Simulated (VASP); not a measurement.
Runs of VASP 6.6.1 on AlNi3. The structure is that of space group Pm-3m (No. 221), or close to it. The cells are those of the table. 

```tsv
cell	k mesh	cutoff (eV)	smearing	gap on the mesh (eV)	pressure (GPa)	moment (μB)
a = 3.682 Å, 4 atoms	12 × 12 × 12	520	gaussian 0.1 eV	none	(b)	0.75
a = 3.567 Å, 4 atoms	14 × 14 × 14	520	gaussian 0.1 eV	none	0.1	0.71
a = 3.531 Å, 4 atoms	14 × 14 × 14	520	gaussian 0.1 eV	none	5.9	0.70
a = 3.602 Å, 4 atoms	12 × 12 × 12	520	gaussian 0.1 eV	none	-4.9	0.72
a = 3.637 Å, 4 atoms	12 × 12 × 12	520	gaussian 0.1 eV	none	(a)	0.74
a = 3.567 Å, 4 atoms	14 × 14 × 14	520	gaussian 0.15 eV	none	0.1	(c)
a = 3.567 Å, 4 atoms	10 × 10 × 10	600	gaussian 0.15 eV	none	0.0	0.67
a = 3.674 Å, 4 atoms	14 × 14 × 14	520	gaussian 0.1 eV	none	-13.0	0.74
a = 3.523 Å, 4 atoms	6 × 6 × 6	520	gaussian 0.1 eV	none	7.4	0.72
a = 3.638, b = 3.549, c = 3.549 Å, 4 atoms	14 × 14 × 14	520	gaussian 0.1 eV	none	-1.7	0.71
```

Alike in all rows: task single point; level PBE; potentials or basis VASP PAW PBE potentials, release 64 (Al, Ni); spin collinear, ferromagnetic start.

Estimate the missing entries.

(a) -9.1; (b) -13.8; (c) 0.66.

A gap of «none» marks levels without a gap at the run's occupations.
